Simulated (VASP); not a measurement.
# CdSe (F-43m) in VASP: notebook, part 2 of 2

VASP 6.6.1.

### 3 Single point, LDA

This run uses another cell than the first one, of 26.27 Å³/atom, 0.985 times its volume.

File INCAR:

```
SYSTEM = CdSe
PREC = Accurate ; ENCUT = 520
EDIFF = 1E-6 ; ISMEAR = 0
SIGMA = 0.01 ; LREAL = .FALSE.
LASPH = .TRUE. ; NELM = 80
ALGO = Normal ; ISIF = 2
LWAVE = .FALSE. ; LCHARG = .FALSE.
NBANDS = 16
```

File KPOINTS:

```
regular mesh
0
G
  6 6 6
  0 0 0
```

File POSCAR:

```
CdSe
1.0
    0.0000000000      2.9728087877      2.9728087877
    2.9728087877      0.0000000000      2.9728087877
    2.9728087877      2.9728087877      0.0000000000
Cd Se
1 1
Direct
    0.0000000000      0.0000000000      0.0000000000
    0.7500000000      0.7500000000      0.7500000000
```

Potentials or basis: VASP PAW LDA potentials, release 64 (Cd, Se).

The run is started by

```sh
> cat potpaw_LDA.64/Cd/POTCAR potpaw_LDA.64/Se/POTCAR > POTCAR
> mpirun -np 1 vasp_std > vasp.out
```

OUTCAR:

```text
SYSTEM = CdSe
   PREC = Accurate
   ENCUT = 520
   EDIFF = 1E-6
   ISMEAR = 0
   LREAL = .FALSE.
   LASPH = .TRUE.
   NELM = 80
   ISIF = 2

 ion  position               nearest neighbor table
   1  0.000  0.000  0.000-   2 2.57   2 2.57   2 2.57   2 2.57
   2  0.750  0.750  0.750-   1 2.57   1 2.57   1 2.57   1 2.57

  LATTYP: Found a face centered cubic cell.
 ALAT       =     5.9456175754

  Lattice vectors:

 A1 = (   0.0000000000,   2.9728087877,   2.9728087877)
 A2 = (   2.9728087877,   0.0000000000,   2.9728087877)
 A3 = (   2.9728087877,   2.9728087877,   0.0000000000)

[... 477 lines left out ...]

  FORCE on cell =-STRESS in cart. coord.  units (eV):
  Direction    XX          YY          ZZ          XY          YZ          ZX
  --------------------------------------------------------------------------------------
  -------------------------------------------------------------------------------------
  Total        0.8280162      0.8280162      0.8280162     -0.0000000      0.0000000     -0.0000000
  in kB       25.2475071     25.2475071     25.2475071     -0.0000000      0.0000000     -0.0000000
  external PRESSURE =      25.2475071 kB  Pullay stress =       0.0000000 kB

 VOLUME and BASIS-vectors are now :
 -----------------------------------------------------------------------------
  energy-cutoff  :      520.00
  volume of cell :       52.54
      direct lattice vectors                 reciprocal lattice vectors
     0.000000000  2.972808788  2.972808788    -0.168191107  0.168191107  0.168191107
     2.972808788  0.000000000  2.972808788     0.168191107 -0.168191107  0.168191107
     2.972808788  2.972808788  0.000000000     0.168191107  0.168191107 -0.168191107

 POSITION                                       TOTAL-FORCE (eV/Angst)
 -----------------------------------------------------------------------------------
      0.00000      0.00000      0.00000         0.000000      0.000000      0.000000
      4.45921      4.45921      4.45921        -0.000000     -0.000000     -0.000000
 -----------------------------------------------------------------------------------
    total drift:                                0.000000      0.000000     -0.000000

  FREE ENERGIE OF THE ION-ELECTRON SYSTEM (eV)
  ---------------------------------------------------
  free  energy   TOTEN  =        -6.7408260851 eV

  energy  without entropy=       -6.7408260851  energy(sigma->0) =       -6.74082609
```

OSZICAR:

```text
N       E                     dE             d eps       ncg     rms          rms(c)
DAV:   1     0.111711326285E+03    0.11171E+03   -0.89483E+03   512   0.102E+03
DAV:   2    -0.278803086164E+01   -0.11450E+03   -0.10854E+03   600   0.253E+02
DAV:   3    -0.709410570387E+01   -0.43061E+01   -0.42989E+01   616   0.508E+01
DAV:   4    -0.711433132937E+01   -0.20226E-01   -0.20225E-01   664   0.340E+00
DAV:   5    -0.711446388632E+01   -0.13256E-03   -0.13256E-03   616   0.231E-01    0.726E+00
DAV:   6    -0.677300414205E+01    0.34146E+00   -0.50459E-01   768   0.955E+00    0.556E+00
DAV:   7    -0.674389647163E+01    0.29108E-01   -0.13050E-01   608   0.257E+00    0.225E+00
DAV:   8    -0.674113531502E+01    0.27612E-02   -0.14489E-02   536   0.153E+00    0.227E-01
DAV:   9    -0.674083555796E+01    0.29976E-03   -0.14444E-03   624   0.537E-01    0.451E-02
DAV:  10    -0.674082220258E+01    0.13355E-04   -0.11100E-04   640   0.145E-01    0.318E-02
DAV:  11    -0.674082638190E+01   -0.41793E-05   -0.15148E-05   632   0.340E-02    0.101E-02
DAV:  12    -0.674082608512E+01    0.29678E-06   -0.11896E-06   368   0.166E-02
   1 F= -.67408261E+01 E0= -.67408261E+01  d E =-.311386E-44
```

Run time: 4.3 s. Hardware: 1 thread of Intel Xeon 6975P-C (Granite Rapids), shared host; peak memory 0.15 GiB.

Results:

| Property | Result |
| --- | --- |
| Free energy | -6.7408 eV |
| Pressure | 2.5 GPa |
| Band gap on the k mesh | 0.50 eV, direct |

### 4 Relaxation of cell and atoms, LDA, target pressure 1 GPa, at which the enthalpy is minimised

This run uses another cell than the first one, of 27.11 Å³/atom, 1.016 times its volume.

File INCAR:

```
SYSTEM = CdSe
  ALGO = Normal
  EDIFF = 1E-6
  EDIFFG = -0.002
  ENCUT = 600
  GGA = CA
  IBRION = 2
  ISIF = 3
  ISMEAR = 0
  LASPH = .True.
  LCHARG = .False.
  LREAL = .False.
  LWAVE = .False.
  NELM = 80
  NSW = 100
  PREC = Accurate
  PSTRESS = 10.0
  SIGMA = 0.01
```

File KPOINTS:

```
k-points
0
Gamma
  6 6 6
  0 0 0
```

File POSCAR:

```
CdSe
1.0
    0.0000000000      3.0039652174      3.0039652174
    3.0039652174      0.0000000000      3.0039652174
    3.0039652174      3.0039652174      0.0000000000
Cd Se
1 1
Direct
    0.0000000000      0.0000000000      0.0000000000
    0.7500000000      0.7500000000      0.7500000000
```

The run is started by

```sh
> cat potpaw_LDA.64/Cd/POTCAR potpaw_LDA.64/Se/POTCAR > POTCAR
> mpirun -np 1 vasp_std > vasp.out
```

It took 13 s on 1 thread of Intel Xeon 6975P-C (Granite Rapids), shared host; peak memory 0.18 GiB.

It converged, with:

```
Free energy                                            : -6.7539 eV
Relaxed volume                                         : 26.87 Å³/atom
Relaxed cell                                           : a = 4.236 Å, b = 4.236 Å, c = 4.236 Å, α = 60.00°, β = 60.00°, γ = 60.00°
Space group after relaxing (to 0.05 Å)                 : F-43m (No. 216)
Energy change on relaxing (the enthalpy is what falls) : +1.1 meV/atom
Ionic steps                                            : 4
Pressure after relaxing                                : 1.0 GPa
Band gap on the k mesh                                 : 0.45 eV, direct
```

The path:
| step | energy change (eV) | largest force (eV/Å) | pressure (GPa) | volume (Å³) |
| --- | --- | --- | --- | --- |
| 1 | 0.0000 | 0.0000 | 0.47 | 54.21 |
| 2 | 0.0037 | 0.0000 | 1.26 | 53.51 |
| 3 | 0.0022 | 0.0000 | 1.01 | 53.73 |
| 4 | 0.0021 | 0.0000 | 0.99 | 53.74 |

Final structure:
```yaml
crystal:
  lattice:
    - [0.00000, 2.99519, 2.99519]
    - [2.99519, 0.00000, 2.99519]
    - [2.99519, 2.99519, 0.00000]
  atoms:
    - { symbol: Cd, position: [0.00000, 0.00000, 0.00000] }
    - { symbol: Se, position: [0.75000, 0.75000, 0.75000] }
```

Levels at points of the mesh, in eV from the valence-band top:
```tsv
k point	band 5	band 6	band 7	band 8	band 9	band 10	band 11	band 12	band 13
(0.00, 0.00, 0.00)	-7.70	-7.70	0.00	0.00	0.00	0.45	5.79	5.79	5.79
(0.50, 0.00, 0.00)	-7.67	-7.37	-4.76	-0.83	-0.83	2.25	6.32	6.32	7.32
(0.50, 0.50, 0.00)	-7.63	-7.30	-4.38	-2.05	-2.05	2.85	3.64	9.11	10.30
```

Caveat: the cell is relaxed towards a set pressure, so the enthalpy falls and the energy may rise.

### 5 Relaxation of cell and atoms, LDA, target pressure 2 GPa, at which the enthalpy is minimised

This run uses another cell than the first one, of 27.11 Å³/atom, 1.016 times its volume.

File INCAR:

```
ALGO     = Normal         # electronic algorithm
EDIFF    = 1E-7           # SCF threshold, eV
EDIFFG   = -0.002         # ionic threshold
ENCUT    = 600            # plane-wave cutoff, eV
GGA      = CA             # functional
IBRION   = 2              # ionic algorithm
ISIF     = 3              # what is computed and relaxed
ISMEAR   = 0              # smearing method
LASPH    = T              # aspherical terms in the spheres
LCHARG   = F              # write CHGCAR
LREAL    = F              # projectors in reciprocal space
LWAVE    = F              # write WAVECAR
NELM     = 60             # most SCF steps
NSW      = 100            # ionic steps
PREC     = Accurate       # precision mode
PSTRESS  = 20.0         
SIGMA    = 0.01           # smearing width, eV
```

File KPOINTS:

```
k-points
0
Gamma
  6 6 6
```

POSCAR is that of step 4.

The run is started by

```sh
> cat potpaw_LDA.64/Cd/POTCAR potpaw_LDA.64/Se/POTCAR > POTCAR
> mpirun -np 1 vasp_std > vasp.out
```

Run time: 14 s. Hardware: 1 thread of Intel Xeon 6975P-C (Granite Rapids), shared host; peak memory 0.19 GiB.

Results (log left out):

| Quantity | Value |
| --- | --- |
| Free energy | -6.7462 eV |
| Relaxed volume | 26.46 Å³/atom |
| Relaxed cell | a = 4.214 Å, b = 4.214 Å, c = 4.214 Å, α = 60.00°, β = 60.00°, γ = 60.00° |
| Space group after relaxing (to 0.05 Å) | F-43m (No. 216) |
| Energy change on relaxing (the enthalpy is what falls) | +4.9 meV/atom |
| Ionic steps | 3 |
| Pressure after relaxing | 2.0 GPa |
| Band gap on the k mesh | 0.48 eV, direct |

Step by step:
```tsv
step	energy change (eV)	largest force (eV/Å)	pressure (GPa)	volume (Å³)
1	0.0000	0.0000	0.45	54.21
2	0.0210	0.0000	2.96	52.19
3	0.0098	0.0000	2.00	52.91
```

Final structure:
```xyz
2
Lattice="0.0000 2.9797 2.9797 2.9797 0.0000 2.9797 2.9797 2.9797 0.0000" Properties=species:S:1:pos:R:3 pbc="T T T"
Cd    0.0000    0.0000    0.0000
Se    4.4696    4.4696    4.4696
```

Levels at points of the mesh, in eV from the valence-band top:
```
           k point  band 5  band 6  band 7  band 8  band 9  band 10  band 11  band 12  band 13
(0.00, 0.00, 0.00)   -7.74   -7.74    0.00    0.00    0.00     0.48     5.79     5.79     5.79
(0.50, 0.00, 0.00)   -7.71   -7.40   -4.86   -0.86   -0.86     2.26     6.32     6.32     7.36
(0.50, 0.50, 0.00)   -7.67   -7.33   -4.45   -2.11   -2.11     2.82     3.65     9.19    10.39
```

Caveat: the cell is relaxed towards a set pressure, so the enthalpy falls and the energy may rise.

### 6 Overview

| task | cell | cutoff (eV) | gap on the mesh (eV) | pressure (GPa) |
| --- | --- | --- | --- | --- |
| single point | a = 4.225 Å, angles 60.0°, 2 atoms | 520 | 0.47 | 1.5 |
| single point | a = 4.204 Å, angles 60.0°, 2 atoms | 520 | 0.50 | 2.5 |
| relaxation of cell and atoms | relaxed to 1 GPa from a = 4.248 Å, angles 60.0°, 2 atoms | 600 | 0.45 | 1.0 |
| relaxation of cell and atoms | relaxed to 2 GPa from a = 4.248 Å, angles 60.0°, 2 atoms | 600 | 0.48 | 2.0 |

Alike in all rows: level LDA; potentials or basis VASP PAW LDA potentials, release 64 (Cd, Se); no spin polarisation; k mesh 6 × 6 × 6; smearing gaussian 0.01 eV.

Caveats: the cell is relaxed towards a set pressure, so the enthalpy falls and the energy may rise (some runs).

Total energies depend on the potentials used, so only differences within one code and one set of settings carry meaning.
